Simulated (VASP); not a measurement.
# Cs2Ga (P6/mmm) in VASP: notebook, part 2 of 2

VASP 6.6.1. Earlier steps stand in the parts before.

## Step 3: Relaxation of cell and atoms, PBE

This run uses another cell than the first one, of 33.91 Å³/atom.

File INCAR:

```
SYSTEM = Cs2Ga
ALGO = Normal ; EDIFF = 1E-7
EDIFFG = -0.04 ; ENCUT = 500
GGA = PE ; GGA_COMPAT = .False.
IBRION = 2 ; ISIF = 3
ISMEAR = 0 ; LASPH = .True.
LCHARG = .False. ; LREAL = .False.
LWAVE = .False. ; NELM = 120
NELMIN = 4 ; NSW = 90
PREC = Accurate ; SIGMA = 0.1
```

File KPOINTS:

```
k-points
0
Gamma
  6 6 4
  0 0 0
```

File POSCAR:

```
Cs2Ga
1.0
    4.7737792829      0.0000000000      0.0000000000
   -2.3868896415      4.1342141311      0.0000000000
    0.0000000000      0.0000000000      5.1544128470
Cs Ga
2 1
Direct
    0.3333333333      0.6666666667      0.5000000000
    0.6666666667      0.3333333333      0.5000000000
    0.0000000000      0.0000000000      0.0000000000
```

Potentials or basis: VASP PAW PBE potentials, release 64 (Cs_sv, Ga_d).

Command:

```bash
cat potpaw_PBE.64/Cs_sv/POTCAR potpaw_PBE.64/Ga_d/POTCAR > POTCAR
mpirun -np 1 vasp_std > vasp.out
```

OUTCAR:

```text
SYSTEM = Cs2Ga
   EDIFF = 1E-7
   EDIFFG = -0.04
   ENCUT = 500
   GGA = PE
   IBRION = 2
   ISIF = 3
   ISMEAR = 0
   LASPH = .True.
   LREAL = .False.
   NELM = 120
   NELMIN = 4
   NSW = 90
   PREC = Accurate

 ion  position               nearest neighbor table
   1  0.333  0.667  0.500-   2 2.76   2 2.76   2 2.76
   2  0.667  0.333  0.500-   1 2.76   1 2.76   1 2.76
   3  0.000  0.000  0.000-

  LATTYP: Found a hexagonal cell.
 ALAT       =     4.7737792829
 C/A-ratio  =     1.0797342193

  Lattice vectors:

 A1 = (   4.7737792829,   0.0000000000,   0.0000000000)
 A2 = (  -2.3868896415,   4.1342141311,   0.0000000000)
 A3 = (   0.0000000000,   0.0000000000,   5.1544128470)
[... 747 lines left out ...]
  FREE ENERGIE OF THE ION-ELECTRON SYSTEM (eV)
  ---------------------------------------------------
  free  energy   TOTEN  =        -3.2769091993 eV

  energy  without entropy=       -3.2309594436  energy(sigma->0) =       -3.25393432

[... ionic steps 4 to 11 ...]

--------------------------------------- Ionic step       12  -------------------------------------------

 number of electron      30.9999948 magnetization

------------------------ aborting loop because EDIFF is reached ----------------------------------------
[... 69 lines left out ...]
--------------------------------------- Ionic step       14  -------------------------------------------

 number of electron      30.9999947 magnetization

 Free energy of the ion-electron system (eV)
  ---------------------------------------------------
  ext. energy  EPLUGINS =         0.00000000
  ---------------------------------------------------
  free energy    TOTEN  =        -3.59079271 eV

  energy without entropy =       -3.56011360  energy(sigma->0) =       -3.57545315

 E-fermi :   2.0546     XC(G=0):  -7.5582

 val. band max:        2.0505678964   @ k =   0.3333   0.0000   0.0000
 cond. band min:       2.0666622327   @ k =   0.3333   0.1667   0.2500
 fundamental gap:      0.0160943363
 Fermi energy:         2.0545937859

 k-point     1 :       0.0000    0.0000    0.0000
  band No.  band energies     occupation
      1     -21.5497      2.00000
      2     -21.3430      2.00000
      3     -12.7839      2.00000
      4     -12.7631      2.00000
      5     -12.7631      2.00000
      6     -12.7285      2.00000
[... 481 lines left out ...]
  FREE ENERGIE OF THE ION-ELECTRON SYSTEM (eV)
  ---------------------------------------------------
  free  energy   TOTEN  =        -3.5907927118 eV

  energy  without entropy=       -3.5601135953  energy(sigma->0) =       -3.57545315

 reached required accuracy - stopping structural energy minimisation
```

OSZICAR:

```text
N       E                     dE             d eps       ncg     rms          rms(c)
DAV:   1     0.272258192416E+03    0.27226E+03   -0.13818E+04   806   0.173E+03
DAV:   2     0.302851462341E+02   -0.24197E+03   -0.23444E+03  1012   0.384E+02
DAV:   3     0.176092847345E+01   -0.28524E+02   -0.27949E+02   936   0.122E+02
[... 165 lines left out ...]
DAV:   4    -0.359093126534E+01    0.70948E-03   -0.22627E-03   941   0.366E-01    0.800E-02
DAV:   5    -0.359079576428E+01    0.13550E-03   -0.24703E-04   896   0.102E-01    0.195E-02
DAV:   6    -0.359079460187E+01    0.11624E-05   -0.45716E-05   904   0.637E-02    0.589E-03
DAV:   7    -0.359079275826E+01    0.18436E-05   -0.61707E-06   927   0.129E-02    0.188E-03
DAV:   8    -0.359079271185E+01    0.46414E-07   -0.73792E-07   756   0.530E-03
  14 F= -.35907927E+01 E0= -.35754532E+01  d E =-.188697E-02
```

CONTCAR:

```text
Cs2Ga
   1.00000000000000
     6.6771216802091411   -0.0000000000222182    0.0000000000000000
    -3.3385608401937477    5.7825569993377472    0.0000000000000000
    -0.0000000000000000    0.0000000000000000    3.9892130265699688
  Cs              Ga
     2     1
Direct
     0.3333333332999970    0.6666666667000030    0.5000000000000000
     0.6666666667000030    0.3333333332999970    0.5000000000000000
     0.0000000000000000    0.0000000000000000    1.0000000000000000

  0.00000000E+00  0.00000000E+00  0.00000000E+00
  0.00000000E+00  0.00000000E+00  0.00000000E+00
  0.00000000E+00  0.00000000E+00  0.00000000E+00
```

Run time: 7.3 min. Hardware: 1 thread of AMD EPYC 7R43 (Zen 3), shared host; peak memory 0.2 GiB.

Results:

```yaml
Free_energy: -3.5908 eV
Relaxed_volume: 51.34 Å³/atom
Relaxed_cell: a = 6.677 Å, b = 6.677 Å, c = 3.989 Å, α = 90.00°, β = 90.00°, γ = 120.00°
Space_group_after_relaxing_to_0.1_Å: P6/mmm (No. 191)
Energy_gained_by_relaxing: 1465.0 meV/atom
Ionic_steps: 14
Pressure_after_relaxing: 0.0 GPa
Band_gap_on_the_k_mesh: zero (an odd number of electrons rules out a gap without spin polarisation)
```

The path:
```
step  energy change (eV)  largest force (eV/Å)  pressure (GPa)  volume (Å³)
   1              0.0000                0.0000           20.51       101.73
   2             -4.0581                0.0000            0.08       175.57
   3             -4.0810                0.0000           -0.08       180.14
   4             -4.1085                0.0000           -0.35       189.45
   5             -4.0944                0.0000           -0.84       208.77
   6             -4.1140                0.0000           -0.51       195.57
   7             -4.1137                0.0000           -0.56       197.75
   8             -4.1737                0.0000           -0.53       191.92
   9             -4.3260                0.0000           -0.41       174.22
  10             -4.2710                0.0000            0.43       137.82
  11             -4.3839                0.0000           -0.27       162.55
  12             -4.3931                0.0000           -0.15       155.94
  13             -4.3930                0.0000           -0.17       156.79
  14             -4.3949                0.0000           -0.02       154.03
```

Final structure:
```
CELL_PARAMETERS angstrom
6.67712 0.00000 0.00000
-3.33856 5.78256 0.00000
0.00000 0.00000 3.98921
ATOMIC_POSITIONS crystal
Cs 0.33333 0.66667 0.50000
Cs 0.66667 0.33333 0.50000
Ga 0.00000 0.00000 0.00000
```

Levels at points of the mesh, in eV from the Fermi level:
```tsv
k point	band 13	band 14	band 15	band 16	band 17	band 18	band 19
(0.00, 0.00, 0.00)	-9.72	-5.64	-0.14	-0.14	0.30	2.06	3.72
(0.50, 0.00, 0.00)	-9.79	-5.42	-1.06	0.05	0.83	1.89	2.21
(0.00, 0.00, 0.50)	-9.82	-4.56	-1.00	0.62	0.62	0.81	0.81
(0.50, 0.00, 0.50)	-9.73	-4.67	-0.57	-0.33	0.46	1.57	2.18
```

Caveat: the volume moved by over 15 % at a fixed basis, so the end points are rough; spin-orbit coupling is left out, which moves the levels of the heavy elements.

## Step 4: Single point, PBE

This run uses another cell than the first one: it holds 6 atoms, not 3.

File INCAR:

```
SYSTEM = Cs2Ga
PREC = Accurate
ENCUT = 500
EDIFF = 1E-6
ISMEAR = 0
SIGMA = 0.1
LREAL = .FALSE.
LASPH = .TRUE.
NELM = 120
ALGO = Normal
ISIF = 2
LWAVE = .FALSE.
LCHARG = .FALSE.
GGA = PE
NBANDS = 40
GGA_COMPAT = .FALSE.
```

File KPOINTS:

```
regular mesh
0
G
  6 4 2
  0 0 0
```

File POSCAR:

```
Cs2Ga
1.0
    0.0000000000      0.0000000000      4.1453419684
    6.6459077011      0.0000000000      0.0000000000
    0.0000000000     11.5110498007      0.0000000000
Cs Ga
4 2
Direct
    0.5000000000      1.0000000000      0.3333333333
    0.5000000000      0.5000000000      0.8333333333
    0.5000000000      0.5000000000      0.1666666667
    0.5000000000      1.0000000000      0.6666666667
    0.0000000000      1.0000000000      0.0000000000
    0.0000000000      0.5000000000      0.5000000000
```

Command:

```bash
cat potpaw_PBE.64/Cs_sv/POTCAR potpaw_PBE.64/Ga_d/POTCAR > POTCAR
mpirun -np 1 vasp_std > vasp.out
```

Wall time 3.7 min (1 thread of AMD EPYC 7R43 (Zen 3), shared host); peak memory 0.44 GiB.

Results (log left out):

```yaml
Free_energy: -7.1019 eV
Pressure: 0.1 GPa
Band_gap_on_the_k_mesh: zero (bands 31 and 32 overlap by 0.41 eV)
```

Stress tensor (GPa, compression positive):
```
 0.01  0.00  0.00
 0.00 -0.06  0.00
 0.00  0.00  0.26
```

Levels at points of the mesh, in eV from the Fermi level:
```tsv
k point	band 28	band 29	band 30	band 31	band 32	band 33	band 34	band 35
(0.00, 0.00, 0.00)	-5.36	-1.05	-0.07	-0.07	0.10	0.29	0.84	1.99
(0.50, 0.00, 0.00)	-4.67	-0.98	-0.52	-0.31	0.38	0.59	0.59	0.91
(0.00, 0.50, 0.00)	-5.38	-0.91	-0.91	-0.17	-0.17	1.33	1.33	1.77
(0.50, 0.50, 0.00)	-4.78	-0.56	-0.56	-0.04	-0.04	0.11	0.11	1.48
(0.00, 0.00, 0.50)	-5.46	-0.89	-0.89	0.01	0.01	1.23	1.23	1.53
(0.50, 0.00, 0.50)	-4.72	-0.70	-0.70	-0.05	-0.05	0.21	0.21	1.84
(0.00, 0.50, 0.50)	-5.36	-1.05	-1.05	0.10	0.10	0.84	0.84	1.99
(0.50, 0.50, 0.50)	-4.78	-0.52	-0.52	-0.31	-0.31	0.38	0.38	1.65
```

Caveat: spin-orbit coupling is left out, which moves the levels of the heavy elements.

## Step 5: Single point, PBE

This run uses another cell than the first one, of 52.85 Å³/atom.

File INCAR:

```
SYSTEM = Cs2Ga
  PREC = Accurate
  ENCUT = 500
  EDIFF = 1E-6
  ISMEAR = 0
  SIGMA = 0.1
  LREAL = .False.
  LASPH = .True.
  NELM = 120
  ALGO = Normal
  ISIF = 2
  LWAVE = .False.
  LCHARG = .True.
  GGA = PE
  LELF = .True.
  LVHAR = .True.
  NBANDS = 22
  GGA_COMPAT = .False.
```

File KPOINTS:

```
regular mesh
0
Gamma
  12 12 12
  0 0 0
```

File POSCAR:

```
Cs2Ga
1.0
    6.6459077011      0.0000000000      0.0000000000
   -3.3229538505      5.7555249003      0.0000000000
    0.0000000000      0.0000000000      4.1453419684
Cs Ga
2 1
Direct
    0.3333333333      0.6666666667      0.5000000000
    0.6666666667      0.3333333333      0.5000000000
    0.0000000000      0.0000000000      0.0000000000
```

Potentials or basis: VASP PAW PBE potentials, release 64 (Cs_sv, Ga_d).

Command:

```bash
cat potpaw_PBE.64/Cs_sv/POTCAR potpaw_PBE.64/Ga_d/POTCAR > POTCAR
mpirun -np 1 vasp_std > vasp.out
```

OUTCAR:

```text
SYSTEM = Cs2Ga
   PREC = Accurate
   ENCUT = 500
   EDIFF = 1E-6
   ISMEAR = 0
   LREAL = .False.
   LASPH = .True.
   NELM = 120
   ISIF = 2
   GGA = PE

 ion  position               nearest neighbor table
   1  0.333  0.667  0.500-
   2  0.667  0.333  0.500-
   3  0.000  0.000  0.000-

  LATTYP: Found a hexagonal cell.
 ALAT       =     6.6459077011
 C/A-ratio  =     0.6237435358

  Lattice vectors:

 A1 = (   6.6459077011,   0.0000000000,   0.0000000000)
 A2 = (  -3.3229538505,   5.7555249003,   0.0000000000)
 A3 = (   0.0000000000,   0.0000000000,   4.1453419684)

Analysis of symmetry for initial positions (statically):
=====================================================================
 Subroutine PRICEL returns:
 Original cell was already a primitive cell.

 Routine SETGRP: Setting up the symmetry group for a
 hexagonal supercell.

 Subroutine GETGRP returns: Found 24 space group operations
 (whereof 24 operations were pure point group operations)
 out of a pool of 24 trial point group operations.

The static configuration has the point symmetry D_6h.
[... 159 lines left out ...]
  free energy    TOTEN  =        -3.58424080 eV

  energy without entropy =       -3.54325809  energy(sigma->0) =       -3.56374944

 E-fermi :   1.9302     XC(G=0):  -7.4496

 val. band max:        1.9293340982   @ k =   0.4167   0.1667   0.3333
 cond. band min:       1.9313844305   @ k =   0.1667   0.0000   0.0833
 fundamental gap:      0.0020503323
 Fermi energy:         1.9301658137

 k-point     1 :       0.0000    0.0000    0.0000
  band No.  band energies     occupation
      1     -21.6693      2.00000
      2     -21.4529      2.00000
      3     -12.8965      2.00000
      4     -12.8867      2.00000
      5     -12.8867      2.00000
      6     -12.8763      2.00000
[... 589 lines left out ...]
     21       4.8558      0.00000
     22       5.1957      0.00000

 [... further k-points ...]

------------------------ aborting loop because EDIFF is reached ----------------------------------------

  FORCE on cell =-STRESS in cart. coord.  units (eV):
  Direction    XX          YY          ZZ          XY          YZ          ZX
  --------------------------------------------------------------------------------------
  -------------------------------------------------------------------------------------
  Total        0.0383180      0.0383180      0.0166063      0.0000000      0.0000000      0.0000000
  in kB        0.3871805      0.3871805      0.1677967      0.0000000      0.0000000      0.0000000
  external PRESSURE =       0.3140525 kB  Pullay stress =       0.0000000 kB

 VOLUME and BASIS-vectors are now :
 -----------------------------------------------------------------------------
  energy-cutoff  :      500.00
  volume of cell :      158.56
      direct lattice vectors                 reciprocal lattice vectors
     6.645907701  0.000000000  0.000000000     0.150468536  0.086873050  0.000000000
    -3.322953850  5.755524900  0.000000000     0.000000000  0.173746099  0.000000000
     0.000000000  0.000000000  4.145341968     0.000000000  0.000000000  0.241234621

 POSITION                                       TOTAL-FORCE (eV/Angst)
 -----------------------------------------------------------------------------------
     -0.00000      3.83702      2.07267        -0.000000      0.000000      0.000000
      3.32295      1.91851      2.07267         0.000000      0.000000     -0.000000
      0.00000      0.00000      0.00000         0.000000      0.000000      0.000000
 -----------------------------------------------------------------------------------
    total drift:                               -0.000000      0.000000     -0.000000

  FREE ENERGIE OF THE ION-ELECTRON SYSTEM (eV)
  ---------------------------------------------------
  free  energy   TOTEN  =        -3.5842408019 eV

  energy  without entropy=       -3.5432580871  energy(sigma->0) =       -3.56374944
```

stdout:

```text
POSCAR found type information on POSCAR CsGa
 POSCAR found :  2 types and       3 ions
 scaLAPACK will be used
 LDA part: xc-table for (Slater+PW92), standard interpolation
 POSCAR, INCAR and KPOINTS ok, starting setup
 FFT: planning ... GRIDC
 FFT: planning ... GRID_SOFT
 FFT: planning ... GRID
 WAVECAR not read
 entering main loop
```

Wall time 5.8 min (1 thread of AMD EPYC 7R43 (Zen 3), shared host); peak memory 0.5 GiB.

Results:

```yaml
Free_energy: -3.5842 eV
Pressure: 0.0 GPa
Band_gap_on_the_k_mesh: zero (an odd number of electrons rules out a gap without spin polarisation)
```

Caveat: spin-orbit coupling is left out, which moves the levels of the heavy elements.

## Step 6: Summary

| task | cell | k mesh | gap on the mesh (eV) | pressure (GPa) |
| --- | --- | --- | --- | --- |
| single point | a = 6.716, b = 6.716, c = 3.956 Å, angles 90.0, 90.0, 120.0°, 3 atoms, atomic positions A | 6 × 6 × 4 | none | 0.1 |
| relaxation of cell and atoms | relaxed from a = 4.774, b = 4.774, c = 5.154 Å, angles 90.0, 90.0, 120.0°, 3 atoms, atomic positions A | 6 × 6 × 4 | none | 0.0 |
| single point | a = 4.145, b = 6.646, c = 11.511 Å, 6 atoms, atomic positions B | 6 × 4 × 2 | none | 0.1 |
| single point | a = 6.646, b = 6.646, c = 4.145 Å, angles 90.0, 90.0, 120.0°, 3 atoms, atomic positions A | 12 × 12 × 12 | none | 0.0 |

Alike in all rows: level PBE; potentials or basis VASP PAW PBE potentials, release 64 (Cs_sv, Ga_d); no spin polarisation; cutoff (eV) 500; smearing gaussian 0.1 eV.

Caveats: some runs use coarse meshes; spin-orbit coupling is left out, which moves the levels of the heavy elements; the volume moved by over 15 % at a fixed basis, so the end points are rough (at least some runs).

Total energies depend on the potentials used, so only differences within one code and one set of settings carry meaning.
